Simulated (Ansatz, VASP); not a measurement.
# One calculation of HfAg2Sn2, two programs

```
Hf Sn Ag
1.0
     0.00000    3.76515    0.00000
     3.76515    0.00000    0.00000
     1.88257    1.88257   -8.04822
Hf Sn Ag
1 2 2
Direct
  0.00000 0.00000 0.00000
  0.39685 0.39685 0.20630
  0.60315 0.60315 0.79370
  0.75000 0.25000 0.50000
  0.25000 0.75000 0.50000
```

Alike in both runs: functional PBE; k mesh 4 × 4 × 4; occupations fermi-dirac, width 0.1017 eV; no spin polarisation.

Ansatz relaxed the structure, and its values are those at the end. VASP's run is a single point on that final structure, the one shown.

|  | VASP | Ansatz |
| --- | --- | --- |
| version | VASP 6.6.1 | Ansatz 0.2.0 |
| potentials or method | VASP PAW PBE potentials, release 64 (Hf_pv, Sn_d, Ag), cutoff 520 eV | PAW plane waves |
| valence electrons in the cell | 60 | 92 |

```csv
,VASP,Ansatz,Ansatz less VASP
gap on the k mesh at the Fermi level (eV),none,none,-
pressure (GPa),-0.2,0.0,+0.18
rms of the force components (eV/Å),0.008,0.000,-0.0080
```

A gap of «none» marks a metal or a gap that the smearing closes. The functional is the same, so the differences come from potentials, cutoffs and numerics. VASP's potentials hold 60 valence electrons a cell and Ansatz's 92, so a difference there can come from the potentials and not from the codes.

The k mesh is coarse, so the values compare programs but aren't converged. Spin-orbit coupling is off throughout.
